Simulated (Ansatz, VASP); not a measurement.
**Two plane-wave programs on HfC**

```
Hf C
1.0
    -0.11116    2.27077    2.27077
     2.27077   -0.11116    2.27077
     2.27077    2.27077   -0.11116
Hf C
1 1
Direct
  0.50000 0.50000 0.50000
  0.00000 0.00000 0.00000
```

Alike in both runs: task single point; functional PBE; k mesh 20 × 20 × 20; occupations gaussian, width 0.15 eV; no spin polarisation.

```csv
,VASP,Ansatz
version,VASP 6.6.1,Ansatz 0.2.0
potentials or method,"VASP PAW PBE potentials, release 64 (Hf_pv, C), cutoff 520 eV","scalar-relativistic, plane waves, PAW"
valence electrons in the cell,14,30
```

```tsv
	VASP	Ansatz	Ansatz less VASP
gap on the k mesh at the Fermi level (eV)	none	none	-
pressure (GPa)	-0.5	0.2	+0.67
traceless stress, the component that is largest in VASP (GPa)	7.50	7.50	0.000
```

A gap of «none» marks a metal or a gap that the smearing closes. With one functional, cell and mesh, what is left measures potentials, basis and numerics. VASP's potentials hold 14 valence electrons a cell and Ansatz's 30, so a difference there can come from the potentials and not from the codes.

Spin-orbit coupling is off throughout.
